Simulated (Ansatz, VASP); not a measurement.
# One calculation of In4Ru, two programs

```
In Ru
1.0
    -3.14097    3.14097    3.14097
     3.14097   -3.14097    3.14097
     3.14097    3.14097   -3.14097
In Ru
4 1
Cartesian
  1.5705 1.5705 -1.5705
  -1.5705 1.5705 1.5705
  1.5705 -1.5705 1.5705
  1.5705 1.5705 1.5705
  0.0000 0.0000 0.0000
```

Change from the starting cell: species swapped into the Hg4Pt type (Im-3m, No. 229).

Alike in both runs: task relaxation of cell and atoms; functional PBE; k mesh 8 × 8 × 8; occupations gaussian, width 0.1 eV; no spin polarisation.

|  | VASP | Ansatz |
| --- | --- | --- |
| version | VASP 6.6.1 | Ansatz 0.2.0 |
| potentials or method | VASP PAW PBE potentials, release 64 (In_d, Ru_pv), cutoff 600 eV | scalar-relativistic, plane waves, PAW |
| valence electrons in the cell | 66 | 68 |

Ansatz gave:

| Quantity | Value |
| --- | --- |
| gap on the k mesh at the Fermi level, each at its own relaxed structure (eV) | none |
| relaxed volume (Å³/atom) | 24.69 |
| relaxed cell length with the largest relative difference (Å) | 5.433 |

Question: Estimate VASP's values.

Answer: gap on the k mesh at the Fermi level, each at its own relaxed structure (eV): none; relaxed volume (Å³/atom): 24.65; relaxed cell length with the largest relative difference (Å): 5.430.

A gap of «none» marks a metal or a gap that the smearing closes. VASP's potentials hold 66 valence electrons a cell and Ansatz's 68, so a difference there can come from the potentials and not from the codes.
